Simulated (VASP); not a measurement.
## Sr: single point with PBEsol

The system is Sr.

```
CELL_PARAMETERS angstrom
4.20167 0.00000 0.00000
-2.10083 3.37212 0.00000
0.00000 0.00000 7.36002
ATOMIC_POSITIONS crystal
Sr 0.33333 0.66667 0.25000
Sr 0.66667 0.33333 0.75000
```

This cell differs from its parent crystal: strain +e along x and -e along y +0.0367, strain +e along z and -e/2 along x and y +0.0700.

| Item | Value |
| --- | --- |
| Program | VASP 6.6.1 |
| Task | single point |
| Functional | PBEsol |
| Potentials or basis | VASP PAW PBE potentials, release 64 (Sr_sv) |
| Cutoff | 520 eV |
| k mesh | 12 × 12 × 8 |
| Occupations | gaussian, width 0.15 eV |
| Spin | no spin polarisation |
| Dipole correction | no |
| Further INCAR settings | ALGO = Fast; EDIFF = 1e-07; NBANDS = 17 |

* Pressure: 0.2 GPa
* Largest force: 0.049 eV/Å
* Band gap on the k mesh: zero (bands 10 and 11 overlap by 0.46 eV)

Forces in eV/Å, atoms in the order of the input:
```
Sr   0.000 -0.049  0.000
Sr   0.000  0.049  0.000
```

Stress tensor (GPa, compression positive):
```
 0.38  0.00  0.00
 0.00  1.87  0.00
 0.00  0.00 -1.72
```

Levels at points of the mesh, in eV from the Fermi level:
```
           k point  band 6  band 7  band 8  band 9  band 10  band 11  band 12  band 13  band 14  band 15
(0.00, 0.00, 0.00)  -18.30  -18.29  -18.28   -3.69    -1.46    -0.19     1.81     2.10     2.41     2.95
(0.50, 0.00, 0.00)  -18.35  -18.33  -18.32   -1.01    -0.46    -0.01     0.37     1.14     1.63     2.88
(0.00, 0.50, 0.00)  -18.37  -18.37  -18.33   -0.80    -0.31     0.07     0.49     1.32     1.89     2.33
(0.00, 0.00, 0.50)  -18.30  -18.29  -18.29   -2.85    -2.85     0.95     0.95     2.17     2.17     2.97
(0.50, 0.00, 0.50)  -18.36  -18.34  -18.34   -0.81    -0.81     0.33     0.33     1.23     1.23     3.60
(0.00, 0.50, 0.50)  -18.38  -18.35  -18.35   -0.67    -0.67     0.52     0.52     1.40     1.40     3.09
```

Run time: 5.7 min on 1 thread of AMD EPYC 7R43 64-Core Processor (Zen 3) (shared host), peak memory 0.42 GiB.

Caveat: the cell differs from its parent crystal (strain +e along x and -e along y +0.0367, strain +e along z and -e/2 along x and y +0.0700); the PAW data sets were made with another functional, which shifts forces and pressure a little.
